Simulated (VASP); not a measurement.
# Ti in VASP: single point with PBEsol

Aim: the single point of Ti with PBEsol.

Everything below comes from runs of VASP 6.6.1. Logs are shortened: lines on timing, memory, paths and dates and some standing lists are left out, and cuts for length are marked.

### Step 1. The cell of the first run

The cell holds a slab with vacuum, 4 atoms: a = 2.868 Å, b = 4.055 Å, c = 18.301 Å, α = 90.00°, β = 90.00°, γ = 90.00°.

### Step 2. Single point, PBEsol

INCAR reads:

```
  PREC = Accurate
  ENCUT = 450
  EDIFF = 1E-6
  ISMEAR = 0
  SIGMA = 0.1
  LREAL = F
  LASPH = T
  NELM = 300
  ALGO = Normal
  ISIF = 2
  LWAVE = F
  LCHARG = F
  LDIPOL = T
  IDIPOL = 3
  DIPOL = 0.5 0.5 0.495
  GGA = PS
  NBANDS = 32
  GGA_COMPAT = F
  NELMDL = -8
  AMIX = 0.1
  BMIX = 1E-4
  AMIX_MAG = 0.4
  BMIX_MAG = 1E-4
  KPAR = 4
```

KPOINTS reads:

```
regular mesh
0
Gamma
  10 7 1
```

POSCAR reads:

```
Ti
1.0
    2.8676282151      0.0000000000      0.0000000000
    0.0000000000      4.0554387137      0.0000000000
    0.0000000000      0.0000000000     18.3014423227
Ti
4
Direct
    0.5000000000      0.5000000000      0.3824835156
    0.0000000000      0.0000000000      0.4608278385
    0.5000000000      0.5000000000      0.5318116143
    0.0000000000      0.0000000000      0.6068057274
```

Potentials or basis: VASP PAW PBE potentials, release 64 (Ti_sv).

Launch:

```bash
cat potpaw_PBE.64/Ti_sv/POTCAR > POTCAR
mpirun -np 4 vasp_std > vasp.out
```

OUTCAR:

```text
PREC = Accurate
   ENCUT = 450
   EDIFF = 1E-6
   ISMEAR = 0
   LREAL = F
   LASPH = T
   NELM = 300
   ISIF = 2
   GGA = PS
   NELMDL = -8
   AMIX = 0.1
   AMIX_MAG = 0.4

 ion  position               nearest neighbor table
   1  0.500  0.500  0.382-   3 2.73   2 2.87   2 2.87   2 2.87   2 2.87
   2  0.000  0.000  0.461-   4 2.67   3 2.80   3 2.80   3 2.80   3 2.80   1 2.87   1 2.87   1 2.87
                             1 2.87
   3  0.500  0.500  0.532-   1 2.73   2 2.80   2 2.80   2 2.80   2 2.80   4 2.84   4 2.84   4 2.84
                             4 2.84
   4  0.000  0.000  0.607-   2 2.67   3 2.84   3 2.84   3 2.84   3 2.84

  LATTYP: Found a simple orthorhombic cell.
 ALAT       =     2.8676282151
 B/A-ratio  =     1.4142135624
 C/A-ratio  =     6.3820833629

  Lattice vectors:

 A1 = (   2.8676282151,   0.0000000000,   0.0000000000)
 A2 = (   0.0000000000,   4.0554387137,   0.0000000000)
 A3 = (   0.0000000000,   0.0000000000,  18.3014423227)

Analysis of symmetry for initial positions (statically):
=====================================================================
 Subroutine PRICEL returns:
 Original cell was already a primitive cell.

 Routine SETGRP: Setting up the symmetry group for a
 simple orthorhombic supercell.

 Subroutine GETGRP returns: Found  4 space group operations
 (whereof  4 operations were pure point group operations)
 out of a pool of  8 trial point group operations.

The static configuration has the point symmetry C_2v.

Analysis of symmetry for dynamics (positions and initial velocities):
=====================================================================
 Subroutine PRICEL returns:
 Original cell was already a primitive cell.

 Routine SETGRP: Setting up the symmetry group for a
 simple orthorhombic supercell.

 Subroutine GETGRP returns: Found  4 space group operations
 (whereof  4 operations were pure point group operations)
 out of a pool of  8 trial point group operations.

The dynamic configuration has the point symmetry C_2v.

 Subroutine INISYM returns: Found  4 space group operations
 (whereof  4 operations are pure point group operations),
 and found     1 'primitive' translations

----------------------------------------------------------------------------------------

                                     Primitive cell

  volume of cell :     212.8364

  direct lattice vectors                    reciprocal lattice vectors
     2.867628215  0.000000000  0.000000000     0.348720240  0.000000000  0.000000000
     0.000000000  4.055438714  0.000000000     0.000000000  0.246582447  0.000000000
     0.000000000  0.000000000 18.301442323     0.000000000  0.000000000  0.054640502

  length of vectors
     2.867628215  4.055438714 18.301442323     0.348720240  0.246582447  0.054640502

  position of ions in fractional coordinates (direct lattice)
     0.500000000  0.500000000  0.382483516
     0.000000000  0.000000000  0.460827839
     0.500000000  0.500000000  0.531811614
     0.000000000  0.000000000  0.606805727

  ion indices of the primitive-cell ions
   primitive index   ion index
                 1           1
                 2           2
                 3           3
                 4           4

----------------------------------------------------------------------------------------

 KPOINTS: regular mesh

Automatic generation of k-mesh.
 Grid dimensions read from file:
 generate k-points for:   10    7    1

 Generating k-lattice:

  Cartesian coordinates                     Fractional coordinates (reciprocal lattice)
     0.034872024  0.000000000  0.000000000     0.100000000  0.000000000  0.000000000
     0.000000000  0.035226064  0.000000000     0.000000000  0.142857143  0.000000000
     0.000000000  0.000000000  0.054640502     0.000000000  0.000000000  1.000000000

  Length of vectors
     0.034872024  0.035226064  0.054640502

  Shift w.r.t. Gamma in fractional coordinates (k-lattice)
     0.000000000  0.000000000  0.000000000

 Subroutine IBZKPT returns following result:
 ===========================================

 Found     24 irreducible k-points:

 Following reciprocal coordinates:
            Coordinates               Weight
  0.000000  0.000000  0.000000      1.000000
  0.100000  0.000000  0.000000      2.000000
  0.200000  0.000000  0.000000      2.000000
  0.300000  0.000000  0.000000      2.000000
  0.400000  0.000000  0.000000      2.000000
  0.500000  0.000000  0.000000      1.000000
[... 16 lines left out ...]
  0.400000  0.428571  0.000000      4.000000
  0.500000  0.428571  0.000000      2.000000
   k-points           NKPTS =     24   k-points in BZ     NKDIM =     24   number of bands    NBANDS=     32
   number of dos      NEDOS =    301   number of ions     NIONS =      4
   total plane-waves  NPLWV =  71680
   dimension x,y,z NGX =    20 NGY =   28 NGZ =  128
   dimension x,y,z NGXF=    40 NGYF=   56 NGZF=  256
   ions per type =               4
   NGX,Y,Z   is equivalent  to a cutoff of  11.59, 11.48, 11.63 a.u.
   NGXF,Y,Z  is equivalent  to a cutoff of  23.19, 22.96, 23.25 a.u.
 SYSTEM =  unknown system
   PREC   = accura    normal or accurate (medium, high low for compatibility)
   ISTART =      0    job   : 0-new  1-cont  2-samecut
   ICHARG =      2    charge: 1-file 2-atom 10-const
   ISPIN  =      1    spin polarized calculation?
   LNONCOLLINEAR =      F non collinear calculations
   LSORBIT =      F    spin-orbit coupling
   LASPH  =      T    aspherical Exc in radial PAW
   ENCUT  =  450.0 eV  33.07 Ry    5.75 a.u.   4.96  7.01 31.66*2*pi/ulx,y,z
   NELM   =    300;   NELMIN=  2; NELMDL= -8     # of ELM steps
   EDIFF  = 0.1E-05   stopping-criterion for ELM
   LREAL  =      F    real-space projection
   EDIFFG = 0.1E-04   stopping-criterion for IOM
   NSW    =      0    number of steps for IOM
   IBRION =     -1    ionic relax: 0-MD 1-quasi-New 2-CG
   NFREE  =      0    steps in history (QN), initial steepest desc. (CG)
   ISIF   =      2    stress and relaxation
   ISYM   =      2    0-nonsym 1-usesym 2-fastsym
   POTIM  = 0.5000    time-step for ionic-motion
   TEBEG  =    0.0;   TEEND  =   0.0 temperature during run
   PSTRESS=    0.0 pullay stress
   NELECT =      48.0000    total number of electrons
   NUPDOWN=      -1.0000    fix difference up-down
   EMIN   =  10.00;   EMAX   =-10.00  energy-range for DOS
   EFERMI =   0.00;   METHOD = LEGACY
   ISMEAR =     0;   SIGMA  =   0.10  broadening in eV -4-tet -1-fermi 0-gaus
   EFERMI_NEDOS =   21; number of points for ismear=-14 and -15
   IALGO  =     38    algorithm
   IMIX   =      4    mixing-type and parameters
     AMIX     =   0.10;   BMIX     =  0.00
     AMIX_MAG =   0.40;   BMIX_MAG =  0.00
  volume/ion in A,a.u.               =      53.21       359.07
  Fermi-wavevector in a.u.,A,eV,Ry     =   0.996491  1.883094 13.510499  0.992994
  Thomas-Fermi vector in A             =   2.128583
   LORBIT       =      0    0 simple, 1 ext, 2 COOP (PROOUT), +10 PAW based schemes
   GGA     = PS    functional components
   LHFCALC =     F    Hartree Fock is set to
   AEXX    =    0.0000 exact exchange contribution
   IVDW    =     0    specifies the selected vdW correction
   LEPSILON=     F    determine dielectric tensor
   LRPA    =     F    only Hartree local field effects (RPA)
 non-spin polarized calculation
 Gauss-broadening in eV      SIGMA  =   0.10
  energy-cutoff  :      450.00
  volume of cell :      212.84
 maximum number of plane-waves:      4684
 NGX is ok and might be reduce to    20
   NGX =  9   NGY = 15   NGZ = 63

 dipolmoment           0.000000      0.000000     -0.001671 electrons x Angstroem

 number of electron      48.0000016 magnetization

 dipolmoment           0.000000      0.000000      0.000814 electrons x Angstroem

 Free energy of the ion-electron system (eV)
  ---------------------------------------------------
  ext. energy  EPLUGINS =         0.00000000
  ---------------------------------------------------
  free energy    TOTEN  =       -30.09740736 eV

  energy without entropy =      -30.06148591  energy(sigma->0) =      -30.07944664

 E-fermi :   0.4921     XC(G=0):  -4.8711

 val. band max:        0.4913026044   @ k =   0.3000   0.0000   0.0000
 cond. band min:       0.5285899334   @ k =   0.2000   0.0000   0.0000
 fundamental gap:      0.0372873290
 Fermi energy:         0.4920940519

 k-point     1 :       0.0000    0.0000    0.0000
  band No.  band energies     occupation
      1     -56.2564      2.00000
      2     -56.2006      2.00000
      3     -55.8583      2.00000
      4     -55.7456      2.00000
      5     -32.7842      2.00000
      6     -32.7161      2.00000
[... 24 lines left out ...]
     31       2.1074      0.00000
     32       2.3853      0.00000

 k-point     2 :       0.1000    0.0000    0.0000
  band No.  band energies     occupation
      1     -56.2512      2.00000
      2     -56.1953      2.00000
      3     -55.8517      2.00000
      4     -55.7443      2.00000
      5     -32.7808      2.00000
      6     -32.7157      2.00000
[... 24 lines left out ...]
     31       2.2793      0.00000
     32       2.3871      0.00000

 k-point     3 :       0.2000    0.0000    0.0000
  band No.  band energies     occupation
      1     -56.2376      2.00000
      2     -56.1813      2.00000
      3     -55.8338      2.00000
      4     -55.7418      2.00000
      5     -32.7732      2.00000
      6     -32.7169      2.00000
[... 24 lines left out ...]
     31       2.3194      0.00000
     32       2.4635      0.00000

 k-point     4 :       0.3000    0.0000    0.0000
  band No.  band energies     occupation
      1     -56.2207      2.00000
      2     -56.1638      2.00000
      3     -55.8090      2.00000
      4     -55.7413      2.00000
      5     -32.7674      2.00000
      6     -32.7265      2.00000
[... 24 lines left out ...]
     31       2.3836      0.00000
     32       2.5496      0.00000

 k-point     5 :       0.4000    0.0000    0.0000
  band No.  band energies     occupation
      1     -56.2070      2.00000
      2     -56.1496      2.00000
      3     -55.7832      2.00000
      4     -55.7464      2.00000
      5     -32.7674      2.00000
      6     -32.7489      2.00000
[... 584 lines left out ...]
     31       1.9325      0.00000
     32       2.0593      0.00000

 k-point    22 :       0.3000    0.4286    0.0000
  band No.  band energies     occupation
      1     -56.2183      2.00000
      2     -56.1607      2.00000
      3     -55.7860      2.00000
      4     -55.7683      2.00000
      5     -32.7619      2.00000
      6     -32.7413      2.00000
[... 24 lines left out ...]
     31       2.0267      0.00000
     32       2.0784      0.00000

 k-point    23 :       0.4000    0.4286    0.0000
  band No.  band energies     occupation
      1     -56.2061      2.00000
      2     -56.1485      2.00000
      3     -55.7712      2.00000
      4     -55.7588      2.00000
      5     -32.7459      2.00000
      6     -32.7261      2.00000
[... 24 lines left out ...]
     31       2.2957      0.00000
     32       2.4313      0.00000

 k-point    24 :       0.5000    0.4286    0.0000
  band No.  band energies     occupation
      1     -56.2015      2.00000
      2     -56.1438      2.00000
      3     -55.7651      2.00000
      4     -55.7556      2.00000
      5     -32.7691      2.00000
      6     -32.7469      2.00000
[... 24 lines left out ...]
     31       2.5006      0.00000
     32       2.5594      0.00000

------------------------ aborting loop because EDIFF is reached ----------------------------------------

 vacuum level on the upper side and lower side of the slab       (xc-potential included)        -0.124        -0.132

  FORCE on cell =-STRESS in cart. coord.  units (eV):
  Direction    XX          YY          ZZ          XY          YZ          ZX
  --------------------------------------------------------------------------------------
  -------------------------------------------------------------------------------------
  Total       -1.2617926     -4.5155198     -0.7449425      0.0000000      0.0000000      0.0000000
  in kB       -9.4984460    -33.9916565     -5.6077333      0.0000000      0.0000000      0.0000000
  external PRESSURE =     -16.3659453 kB  Pullay stress =       0.0000000 kB

 VOLUME and BASIS-vectors are now :
 -----------------------------------------------------------------------------
  energy-cutoff  :      450.00
  volume of cell :      212.84
      direct lattice vectors                 reciprocal lattice vectors
     2.867628215  0.000000000  0.000000000     0.348720240  0.000000000  0.000000000
     0.000000000  4.055438714  0.000000000     0.000000000  0.246582447  0.000000000
     0.000000000  0.000000000 18.301442323     0.000000000  0.000000000  0.054640502

 POSITION                                       TOTAL-FORCE (eV/Angst)
 -----------------------------------------------------------------------------------
      1.43381      2.02772      7.00000         0.000000      0.000000      0.341875
      0.00000      0.00000      8.43381         0.000000      0.000000     -0.334252
      1.43381      2.02772      9.73292         0.000000      0.000000      0.010673
      0.00000      0.00000     11.10542         0.000000      0.000000     -0.018296
 -----------------------------------------------------------------------------------
    total drift:                               -0.000000      0.000000      0.001108

  FREE ENERGIE OF THE ION-ELECTRON SYSTEM (eV)
  ---------------------------------------------------
  free  energy   TOTEN  =       -30.0974073625 eV

  energy  without entropy=      -30.0614859140  energy(sigma->0) =      -30.07944664

 vacuum level on the upper side and lower side of the slab         3.750         3.744
```

Run time: 63 s. Hardware: 4 MPI ranks of Intel Xeon Platinum 8259CL at 2.50GHz (Skylake/Cascade Lake), shared host; peak memory 0.3 GiB.

Results:

* Free energy: -30.0974 eV
* Largest force: 0.342 eV/Å
* Band gap on the k mesh: zero (bands 24 and 25 overlap by 0.44 eV)

Forces on the atoms (eV/Å):
```
Ti   0.000  0.000  0.342
Ti   0.000  0.000 -0.334
Ti   0.000  0.000  0.011
Ti   0.000  0.000 -0.018
```

Caveat: the PAW data sets were made with another functional, which shifts forces and pressure a little.

The gap in the log of VASP goes by the Fermi energy; the results here count the filled bands.